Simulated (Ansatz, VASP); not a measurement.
## One calculation of FeO, two programs

Contents of INCAR:

```
PREC = Accurate ; ENCUT = 600
EDIFF = 1E-6 ; ISMEAR = -1
SIGMA = 0.05 ; LREAL = F
LASPH = T ; NELM = 200
ALGO = Normal ; ISIF = 2
LWAVE = F ; LCHARG = F
ISPIN = 2 ; MAGMOM = 3 0
LORBIT = 11 ; LMAXMIX = 4
GGA = PE ; NBANDS = 22
GGA_COMPAT = F
```

File KPOINTS:

```
regular mesh
0
Gamma
  10 10 10
```

The input POSCAR:

```
FeO
1.0
    0.0000000000      2.3976575998      2.3976575998
    2.3976575998      0.0000000000      2.3976575998
    2.3976575998      2.3976575998      0.0000000000
Fe O
1 1
Direct
    0.0000000000      0.0000000000      0.0000000000
    0.2500000000      0.2500000000      0.2500000000
```

File input.yaml:

```yaml
crystal:
  lattice:
    - [0.0, 2.3976575998, 2.3976575998]
    - [2.3976575998, 0.0, 2.3976575998]
    - [2.3976575998, 2.3976575998, 0.0]
  atoms:
    - { symbol: Fe, position: [0.0, 0.0, 0.0], spin: 3.0 }
    - { symbol: O, position: [0.25, 0.25, 0.25] }
hamiltonian:
  xc: pbe
  pseudopotentials: { kind: paw }
magnetization:
  spin_polarized: true
kpoints:
  mp_grid: { grid: [10, 10, 10] }
scf:
  occupations: { method: fermi_dirac, width: 0.05 }
output:
  forces: true
  stress: true
  eigenvalues: true
  write_density: true
  write_potential: true
  elf: true
  volumetric_format: npy
```

Alike in both runs: task single point; functional PBE; k mesh 10 × 10 × 10; occupations fermi-dirac, width 0.05 eV; collinear spin.

|  | VASP | Ansatz |
| --- | --- | --- |
| version | VASP 6.6.1 | Ansatz 0.2.0 |
| potentials or method | VASP PAW PBE potentials, release 64 (Fe_sv, O) | Ansatz PAW |
| plane-wave cutoff (eV) | 600 | 420 |
| valence electrons in the cell | 22 | 22 |

```tsv
	VASP	Ansatz	Ansatz less VASP
gap on the k mesh at the Fermi level (eV)	none	none	-
pressure (GPa)	-15.1	-13.6	+1.52
net moment per atom (μB)	2.01	2.01	0.000
size of the moment on the site where the two differ most (μB)	3.47	3.40	-0.074
```

Site moments also hang on the region over which each program counts them. A gap of «none» marks a metal or a gap that the smearing closes. With one functional, cell and mesh, what is left measures potentials, basis and numerics.
